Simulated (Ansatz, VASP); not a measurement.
## Mo in VASP and in Ansatz

The input INCAR:

```
SYSTEM = Mo
PREC     = Accurate       ! precision mode
ENCUT    = 520            ! plane-wave cutoff, eV
EDIFF    = 1E-6           ! SCF threshold, eV
ISMEAR   = 0              ! smearing method
SIGMA    = 0.15           ! smearing width, eV
LREAL    = .FALSE.        ! projectors in reciprocal space
LASPH    = .TRUE.         ! aspherical terms in the spheres
NELM     = 100            ! most SCF steps
ALGO     = Normal         ! electronic algorithm
ISIF     = 2              ! what is computed and relaxed
LWAVE    = .FALSE.        ! write WAVECAR
LCHARG   = .FALSE.        ! write CHGCAR
GGA      = CA             ! functional
NBANDS   = 13             ! bands
```

File KPOINTS:

```
Automatic mesh
0
G
  20 20 20
  0 0 0
```

The input POSCAR:

```
Mo
1.0
    0.0000000000      1.9847750000      1.9847750000
    1.9847750000      0.0000000000      1.9847750000
    1.9847750000      1.9847750000      0.0000000000
Mo
1
Direct
    0.0000000000      0.0000000000      0.0000000000
```

Input for Ansatz:

```yaml
crystal:
  lattice:
    - [0.0, 1.984775, 1.984775]
    - [1.984775, 0.0, 1.984775]
    - [1.984775, 1.984775, 0.0]
  atoms:
    - { symbol: Mo, position: [0.0, 0.0, 0.0] }
basis:
  ecutwfc: 420
kpoints:
  mp_grid: { grid: [20, 20, 20] }
hamiltonian:
  xc: lda
scf:
  occupations: { method: gaussian, width: 0.15 }
output:
  forces: true
  stress: true
  eigenvalues: true
```

Change from the starting cell: strain -0.015 along x and y, -0.015 along z, atoms carried along.

Alike in both runs: task single point; functional LDA; k mesh 20 × 20 × 20; occupations gaussian, width 0.15 eV; no spin polarisation.

|  | VASP | Ansatz |
| --- | --- | --- |
| version | VASP 6.6.1 | Ansatz 0.2.0 |
| potentials or method | VASP PAW LDA potentials, release 64 (Mo_sv), cutoff 520 eV | scalar-relativistic, plane waves, PAW |
| valence electrons in the cell | 14 | 14 |

Ansatz gave:

```
gap on the k mesh at the Fermi level (eV) : none
pressure (GPa)                            : -6.4
```

Estimate VASP's values.

gap on the k mesh at the Fermi level (eV): none; pressure (GPa): -5.4.

LDA's correlation is that of Perdew and Zunger in VASP and of Perdew and Wang (1992) in Ansatz. A gap of «none» marks a metal or a gap that the smearing closes.
